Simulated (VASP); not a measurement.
Ca, 2 atoms in the cell. The structure is hexagonal, space group P6_3/mmc (No. 194). Conventional cell: a = 3.605 Å, b = 3.605 Å, c = 5.982 Å, α = 90.00°, β = 90.00°, γ = 120.00°. Within 4.7 Å of Ca (site symmetry -6m2) lie 12 Ca at 3.61 to 3.64 Å. This isn't the form of Ca at room conditions, which is fcc.

| Item | Value |
| --- | --- |
| Program | VASP 6.6.1 |
| Task | single point |
| Functional | LDA |
| Potentials or basis | VASP PAW LDA potentials, release 64 (Ca_sv) |
| Cutoff | 520 eV |
| k mesh | 12 × 12 × 6 |
| Occupations | fermi-dirac, width 0.05 eV |
| Spin | no spin polarisation |
| Dipole correction | no |
| k mesh for the DOS | 18 × 18 × 9 |
| Occupations for the DOS | tetrahedron |
| Further INCAR settings | ALGO = Normal; EDIFF = 1e-07 |

Potentials or basis: VASP PAW LDA potentials, release 64 (Ca_sv).

Launch:

```bash
$ cat potpaw_LDA.64/Ca_sv/POTCAR > POTCAR
$ cp INCAR.step1 INCAR
$ cp KPOINTS.step1 KPOINTS
$ mpirun -np 1 vasp_std > vasp.out
$ cp INCAR.step2 INCAR
$ cp KPOINTS.step2 KPOINTS
$ mpirun -np 1 vasp_std > vasp.out
```

Hardware: 1 thread of Intel Xeon 8259CL (shared host).

How long does it take, and how much memory?

Wall time 2.9 min on 1 thread of Intel Xeon 8259CL (shared host), peak memory 0.28 GiB. Counts: k points 185.
